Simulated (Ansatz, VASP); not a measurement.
# InO in VASP and in Ansatz

The input INCAR:

```
SYSTEM = InO
ALGO     = Normal         ! electronic algorithm
EDIFF    = 1E-6           ! SCF threshold, eV
ENCUT    = 520            ! plane-wave cutoff, eV
GGA      = PE             ! functional
ISIF     = 2              ! what is computed and relaxed
ISMEAR   = 0              ! smearing method
IVDW     = 12             ! dispersion correction
LASPH    = .True.         ! aspherical terms in the spheres
LCHARG   = .False.        ! write CHGCAR
LREAL    = .False.        ! projectors in reciprocal space
LWAVE    = .False.        ! write WAVECAR
NBANDS   = 27             ! bands
NELM     = 80             ! most SCF steps
PREC     = Accurate       ! precision mode
SIGMA    = 0.03           ! smearing width, eV
```

Contents of KPOINTS:

```
k-points
0
Gamma
  12 12 4
  0 0 0
```

The input POSCAR:

```
InO
1.0
    3.5509494950      0.0000000000      0.0000000000
   -1.7754747475      3.0752124702      0.0000000000
    0.0000000000      0.0000000000     15.0186097210
In O
2 2
Direct
    0.6666666667      0.3333333333      0.5900210000
    0.6666666667      0.3333333333      0.4099790000
    0.0000000000      0.0000000000      0.6398670000
    0.0000000000      0.0000000000      0.3601330000
```

Input for Ansatz:

```yaml
crystal:
  lattice:
    - [3.550949495, 0.0, 0.0]
    - [-1.7754747475, 3.0752124702, 0.0]
    - [0.0, 0.0, 15.018609721]
  atoms:
    - { symbol: In, position: [0.6666666667, 0.3333333333, 0.590021] }
    - { symbol: In, position: [0.6666666667, 0.3333333333, 0.409979] }
    - { symbol: O, position: [0.0, 0.0, 0.639867] }
    - { symbol: O, position: [0.0, 0.0, 0.360133] }
basis:
  ecutwfc: 420
kpoints:
  mp_grid: { grid: [12, 12, 4] }
hamiltonian:
  xc: pbe
  dispersion: d3bj
scf:
  occupations: { method: gaussian, width: 0.03 }
output:
  forces: true
  stress: true
  eigenvalues: true
```

Alike in both runs: task single point; functional PBE; dispersion D3(BJ); k mesh 12 × 12 × 4; occupations gaussian, width 0.03 eV; no spin polarisation.

```csv
,VASP,Ansatz
version,VASP 6.6.1,Ansatz 0.2.0
potentials or method,"VASP PAW PBE potentials, release 64 (In_d, O), cutoff 520 eV","scalar-relativistic, plane waves, PAW"
valence electrons in the cell,38,38
```

|  | VASP | Ansatz | Ansatz less VASP |
| --- | --- | --- | --- |
| gap on the k mesh at the Fermi level (eV) | 0.43 | 0.44 | +0.016 |
| least direct gap on the mesh (eV) | 0.96 | 0.97 | +0.010 |
| rms of the force components (eV/Å) | 0.393 | 0.407 | +0.0136 |

Atom by atom the forces differ by 0.017 eV/Å (rms over components).
